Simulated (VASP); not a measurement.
# LiOs (R-3m) in VASP: further runs

LiOs is run at these levels: PBE; tasks: relaxation of cell and atoms.

Program: VASP 6.6.1. These are calculated values, not measurements. Logs are shortened: lines on timing, memory, paths and dates and some standing lists are left out, and cuts for length are marked.

### Step 1. The cell of the first run

Symmetry: R-3m, No. 166, trigonal system. Conventional cell: a = 2.976 Å, b = 2.976 Å, c = 13.705 Å, α = 90.00°, β = 90.00°, γ = 120.00°. Within 3.8 Å of Li (site symmetry -3m) lie 6 Os at 2.86 Å and 6 Li at 2.98 Å. Os (site symmetry -3m) has 6 Li at 2.86 Å and 6 Os at 2.98 Å within 3.8 Å.

### Step 2. Relaxation of cell and atoms, PBE

Contents of INCAR:

```
PREC = Accurate
ENCUT = 750
EDIFF = 1E-7
ISMEAR = 0
SIGMA = 0.1
LREAL = F
LASPH = T
NELM = 120
ALGO = Normal
ISIF = 3
LWAVE = F
LCHARG = F
GGA = PE
IBRION = 2
NSW = 90
EDIFFG = -0.04
GGA_COMPAT = F
NELMIN = 4
```

Contents of KPOINTS:

```
Automatic mesh
0
Gamma
  6 6 6
```

Contents of POSCAR:

```
LiOs
1.0
    1.4879430400      0.8590643100      4.5684526100
   -1.4879430400      0.8590643100      4.5684526100
    0.0000000000     -1.7181286200      4.5684526100
Li Os
1 1
Direct
    0.0000000000      0.0000000000      0.0000000000
    0.5000000000      0.5000000000      0.5000000000
```

Potentials or basis: VASP PAW PBE potentials, release 64 (Li_sv, Os).

Run with:

```console
$ cat potpaw_PBE.64/Li_sv/POTCAR potpaw_PBE.64/Os/POTCAR > POTCAR
$ mpirun -np 1 vasp_std > vasp.out
```

OUTCAR:

```text
PREC = Accurate
   ENCUT = 750
   EDIFF = 1E-7
   ISMEAR = 0
   LREAL = F
   LASPH = T
   NELM = 120
   ISIF = 3
   GGA = PE
   IBRION = 2
   NSW = 90
   EDIFFG = -0.04
   NELMIN = 4

 ion  position               nearest neighbor table
   1  0.000  0.000  0.000-   2 2.86   2 2.86   2 2.86   2 2.86   2 2.86   2 2.86
   2  0.500  0.500  0.500-   1 2.86   1 2.86   1 2.86   1 2.86   1 2.86   1 2.86

  LATTYP: Found a trigonal (rhomboedric) cell.
 ALAT       =     4.8808529202
 COS(alpha) =     0.8141292007

  Lattice vectors:

 A1 = (   1.4879430400,   0.8590643100,   4.5684526100)
 A2 = (  -1.4879430400,   0.8590643100,   4.5684526100)
 A3 = (   0.0000000000,  -1.7181286200,   4.5684526100)

Analysis of symmetry for initial positions (statically):
=====================================================================
 Subroutine PRICEL returns:
 Original cell was already a primitive cell.

 Routine SETGRP: Setting up the symmetry group for a
 trigonal (rhombohedral) supercell.

 Subroutine GETGRP returns: Found 12 space group operations
 (whereof 12 operations were pure point group operations)
 out of a pool of 12 trial point group operations.

The static configuration has the point symmetry D_3d.

Analysis of symmetry for dynamics (positions and initial velocities):
=====================================================================
 Subroutine PRICEL returns:
 Original cell was already a primitive cell.

 Routine SETGRP: Setting up the symmetry group for a
 trigonal (rhombohedral) supercell.

 Subroutine GETGRP returns: Found 12 space group operations
 (whereof 12 operations were pure point group operations)
 out of a pool of 12 trial point group operations.

The dynamic configuration has the point symmetry D_3d.

 Subroutine INISYM returns: Found 12 space group operations
 (whereof 12 operations are pure point group operations),
 and found     1 'primitive' translations

----------------------------------------------------------------------------------------

                                     Primitive cell

  volume of cell :      35.0374

  direct lattice vectors                    reciprocal lattice vectors
     1.487943040  0.859064310  4.568452610     0.336034369  0.194009534  0.072964166
[... 101 lines left out ...]
   ISMEAR =     0;   SIGMA  =   0.10  broadening in eV -4-tet -1-fermi 0-gaus
   EFERMI_NEDOS =   21; number of points for ismear=-14 and -15
   IALGO  =     38    algorithm
   IMIX   =      4    mixing-type and parameters
     AMIX     =   0.40;   BMIX     =  1.00
     AMIX_MAG =   1.60;   BMIX_MAG =  1.00
  volume/ion in A,a.u.               =      17.52       118.22
  Fermi-wavevector in a.u.,A,eV,Ry     =   1.112658  2.102618 16.844112  1.238007
  Thomas-Fermi vector in A             =   2.249234
   LORBIT       =      0    0 simple, 1 ext, 2 COOP (PROOUT), +10 PAW based schemes
   GGA     = PE    functional components
   LHFCALC =     F    Hartree Fock is set to
   AEXX    =    0.0000 exact exchange contribution
   IVDW    =     0    specifies the selected vdW correction
   LEPSILON=     F    determine dielectric tensor
   LRPA    =     F    only Hartree local field effects (RPA)
 conjugate gradient relaxation of ions
 non-spin polarized calculation
 Gauss-broadening in eV      SIGMA  =   0.10
  energy-cutoff  :      750.00
  volume of cell :       35.04
 maximum number of plane-waves:      1659
 NGX is ok and might be reduce to    48
   NGX = 21   NGY = 21   NGZ = 21

--------------------------------------- Ionic step        1  -------------------------------------------

 number of electron      11.0000000 magnetization

 Free energy of the ion-electron system (eV)
  ---------------------------------------------------
  ext. energy  EPLUGINS =         0.00000000
  ---------------------------------------------------
  free energy    TOTEN  =       -11.76217458 eV

  energy without entropy =      -11.75850491  energy(sigma->0) =      -11.76033975

------------------------ aborting loop because EDIFF is reached ----------------------------------------

  FORCE on cell =-STRESS in cart. coord.  units (eV):
  Direction    XX          YY          ZZ          XY          YZ          ZX
  --------------------------------------------------------------------------------------
  -------------------------------------------------------------------------------------
  Total       -7.9937318     -7.9937317     -0.6367900      0.0000000      0.0000000      0.0000000
  in kB     -365.5340149   -365.5340109    -29.1188656      0.0000000      0.0000000      0.0000000
  external PRESSURE =    -253.3956305 kB  Pullay stress =       0.0000000 kB
[... 275 lines left out ...]
--------------------------------------- Ionic step        9  -------------------------------------------

 number of electron      10.9999999 magnetization

 Free energy of the ion-electron system (eV)
  ---------------------------------------------------
  ext. energy  EPLUGINS =         0.00000000
  ---------------------------------------------------
  free energy    TOTEN  =       -12.96043739 eV

  energy without entropy =      -12.96043738  energy(sigma->0) =      -12.96043739

 E-fermi :   4.9906     XC(G=0): -11.2215

 val. band max:        4.6544879162   @ k =   0.0000   0.0000   0.0000
 cond. band min:       5.3724368293   @ k =   0.3333   0.1667  -0.0000
 fundamental gap:      0.7179489131
 Fermi energy:         4.9906483075

 k-point     1 :       0.0000    0.0000    0.0000
  band No.  band energies     occupation
      1     -40.2943      2.00000
      2      -3.0437      2.00000
      3       0.9101      2.00000
      4       3.2509      2.00000
      5       3.2509      2.00000
      6       4.6545      2.00000
      7       6.5933      0.00000
      8       6.5933      0.00000
      9      11.6633      0.00000
[... 265 lines left out ...]
 k-point    24 :      -0.3333    0.5000    0.1667
  band No.  band energies     occupation
      1     -40.2302      2.00000
      2       0.4355      2.00000
      3       1.2600      2.00000
      4       3.9080      2.00000
      5       4.0977      2.00000
      6       4.3496      2.00000
      7       7.3013      0.00000
      8      10.1767      0.00000
      9      12.7148      0.00000

 [... further k-points ...]

------------------------ aborting loop because EDIFF is reached ----------------------------------------

  FORCE on cell =-STRESS in cart. coord.  units (eV):
  Direction    XX          YY          ZZ          XY          YZ          ZX
  --------------------------------------------------------------------------------------
  -------------------------------------------------------------------------------------
  Total       -0.0008007     -0.0008007      0.0045097      0.0000000      0.0000000      0.0000000
  in kB       -0.0465628     -0.0465628      0.2622473      0.0000000      0.0000000      0.0000000
  external PRESSURE =       0.0563739 kB  Pullay stress =       0.0000000 kB
[... 17 lines left out ...]
  FREE ENERGIE OF THE ION-ELECTRON SYSTEM (eV)
  ---------------------------------------------------
  free  energy   TOTEN  =       -12.9604373915 eV

  energy  without entropy=      -12.9604373846  energy(sigma->0) =      -12.96043739

 reached required accuracy - stopping structural energy minimisation
```

Run time: 8.3 min. Hardware: 1 thread of Intel Xeon 8259CL, shared host; peak memory 0.41 GiB.

Results:

- Free energy: -12.9604 eV
- Relaxed volume: 13.78 Å³/atom
- Relaxed cell: a = 4.843 Å, b = 4.843 Å, c = 4.843 Å, α = 31.51°, β = 31.51°, γ = 31.51°
- Space group after relaxing (to 0.05 Å): R-3m (No. 166)
- Energy gained by relaxing: 599.1 meV/atom
- Ionic steps: 9
- Pressure after relaxing: 0.0 GPa

Step by step:
| step | energy change (eV) | largest force (eV/Å) | pressure (GPa) | volume (Å³) |
| --- | --- | --- | --- | --- |
| 1 | 0.0000 | 0.0000 | -25.34 | 35.04 |
| 2 | 0.0169 | 0.0000 | 73.84 | 22.48 |
| 3 | -1.1877 | 0.0000 | -1.93 | 27.54 |
| 4 | -1.1924 | 0.0000 | 0.08 | 27.28 |
| 5 | -1.1931 | 0.0000 | 1.32 | 27.14 |
| 6 | -1.1981 | 0.0000 | 0.51 | 27.46 |
| 7 | -1.1982 | 0.0000 | 0.44 | 27.49 |
| 8 | -1.1980 | 0.0000 | -0.65 | 27.64 |
| 9 | -1.1983 | 0.0000 | 0.01 | 27.55 |

Final structure:
```cif
data_structure
_symmetry_space_group_name_H-M 'P 1'
_symmetry_Int_Tables_number 1
_cell_length_a 4.8431
_cell_length_b 4.8431
_cell_length_c 4.8431
_cell_angle_alpha 31.511
_cell_angle_beta 31.511
_cell_angle_gamma 31.511
_cell_volume 27.55
loop_
_atom_site_label
_atom_site_type_symbol
_atom_site_fract_x
_atom_site_fract_y
_atom_site_fract_z
_atom_site_occupancy
Li1 Li 0.00000 0.00000 0.00000 1
Os1 Os 0.50000 0.50000 0.50000 1
```

Caveat: the k points lie up to 0.47 Å⁻¹ apart in the final cell; the volume moved by over 15 % at a fixed basis, so the end points are rough; spin-orbit coupling is left out, which moves the levels of the heavy elements.

### Step 3. Relaxation of cell and atoms, PBE

This run uses another cell than the first one, of 13.80 Å³/atom, 0.787 times its volume.

Contents of INCAR:

```
  ALGO = Normal
  EDIFF = 1E-7
  EDIFFG = -0.04
  ENCUT = 750
  GGA = PE
  GGA_COMPAT = False
  IBRION = 2
  ISIF = 3
  ISMEAR = 0
  LASPH = True
  LCHARG = False
  LREAL = False
  LWAVE = False
  NELM = 120
  NELMIN = 4
  NSW = 90
  PREC = Accurate
  SIGMA = 0.1
```

Contents of KPOINTS:

```
k-points
0
Gamma
  9 9 9
```

Contents of POSCAR:

```
LiOs
1.0
    1.3152819741      0.7593784018      4.6041681774
   -1.3152819741      0.7593784018      4.6041681774
    0.0000000000     -1.5187568036      4.6041681774
Li Os
1 1
Direct
    0.0000000000      0.0000000000      0.0000000000
    0.5000000000      0.5000000000      0.5000000000
```

Potentials or basis: VASP PAW PBE potentials, release 64 (Li_sv, Os).

Run with:

```console
$ cat potpaw_PBE.64/Li_sv/POTCAR potpaw_PBE.64/Os/POTCAR > POTCAR
$ mpirun -np 1 vasp_std > vasp.out
```

Run time: 3.5 min. Hardware: 1 thread of Intel Xeon 8259CL, shared host; peak memory 0.36 GiB.

Results (log left out):

* Free energy: -12.8557 eV
* Pressure after relaxing: 0.1 GPa

Stress tensor (GPa, compression positive):
```
 0.27  0.00  0.00
 0.00  0.27  0.00
 0.00  0.00 -0.36
```

Final structure:
```yaml
crystal:
  lattice:
    - [1.31528, 0.75938, 4.60417]
    - [-1.31528, 0.75938, 4.60417]
    - [0.00000, -1.51876, 4.60417]
  atoms:
    - { symbol: Li, position: [0.00000, 0.00000, 0.00000] }
    - { symbol: Os, position: [0.50000, 0.50000, 0.50000] }
```

Levels at points of the mesh, in eV from the Fermi level:
```
           k point  band 2  band 3  band 4  band 5  band 6  band 7  band 8  band 9
(0.00, 0.00, 0.00)   -8.17   -4.12   -1.87   -1.87   -0.41    1.58    1.58    6.61
```

Caveat: the relaxation stopped at its first step, so nothing moved; spin-orbit coupling is left out, which moves the levels of the heavy elements.
